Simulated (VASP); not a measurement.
**AlN: single point with PBEsol**

Crystal: AlN.

```
Al N
1.0
     0.00000    2.20850    2.20850
     2.20850    0.00000    2.20850
     2.20850    2.20850    0.00000
Al N
1 1
Direct
  0.00000 0.00000 0.00000
  0.75000 0.75000 0.75000
```

This cell differs from its parent crystal: strained.

```
Program             : VASP 6.6.1
Task                : single point
Functional          : PBEsol
Potentials or basis : VASP PAW PBE potentials, release 64 (Al, N)
Cutoff              : 520 eV
k mesh              : 10 × 10 × 10
Occupations         : gaussian, width 0.02 eV
Spin                : no spin polarisation
```

| Quantity | Value |
| --- | --- |
| Pressure | -5.2 GPa |
| Band gap on the k mesh | 3.17 eV, indirect (least direct gap 3.84 eV) |

Levels at points of the mesh, in eV from the valence-band top:
```
           k point  band 1  band 2  band 3  band 4  band 5  band 6  band 7  band 8
(0.00, 0.00, 0.00)  -14.77    0.00    0.00    0.00    3.84   12.14   12.14   12.14
(0.50, 0.00, 0.00)  -12.78   -5.77   -0.48   -0.48    6.99    9.54   10.83   10.83
(0.50, 0.50, 0.00)  -12.17   -4.84   -1.75   -1.75    3.17    8.28   13.43   15.22
```

Run time: 20 s on 1 thread of AMD EPYC 7R13 (shared host), peak memory 0.11 GiB.

Caveat: the cell differs from its parent crystal (strained); the PAW data sets were made with another functional, which shifts forces and pressure a little. A k mesh can miss the band edges.
